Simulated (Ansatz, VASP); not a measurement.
## One calculation of CoSi, two programs

```
Co Si
1.0
     4.43063    0.00000    0.00000
     0.00000    4.43063    0.00000
     0.00000    0.00000    4.43063
Co Si
4 4
Direct
  0.14502 0.14502 0.14502
  0.64502 0.35498 0.85498
  0.85498 0.64502 0.35498
  0.35498 0.85498 0.64502
  0.84318 0.84318 0.84318
  0.34318 0.65682 0.15682
  0.15682 0.34318 0.65682
  0.65682 0.15682 0.34318
```

Alike in both runs: functional PBE; k mesh 8 × 8 × 8; occupations gaussian, width 0.1 eV; no spin polarisation.

Ansatz relaxed the structure, and its values are those at the end. VASP's run is a single point on that final structure, the one shown.

|  | VASP | Ansatz |
| --- | --- | --- |
| version | VASP 6.6.1 | Ansatz 0.2.0 |
| potentials or method | VASP PAW PBE potentials, release 64 (Co, Si), cutoff 520 eV | scalar-relativistic, plane waves, PAW |
| valence electrons in the cell | 52 | 84 |

Ansatz gave:

```
gap on the k mesh at the Fermi level (eV) : none
pressure (GPa)                            : 0.0
```

Problem. What did VASP give for the same quantities?

Solution. gap on the k mesh at the Fermi level (eV): none; pressure (GPa): -0.1.

A gap of «none» marks a metal or a gap that the smearing closes. The functional is the same, so the differences come from potentials, cutoffs and numerics. VASP's potentials hold 52 valence electrons a cell and Ansatz's 84, so a difference there can come from the potentials and not from the codes.
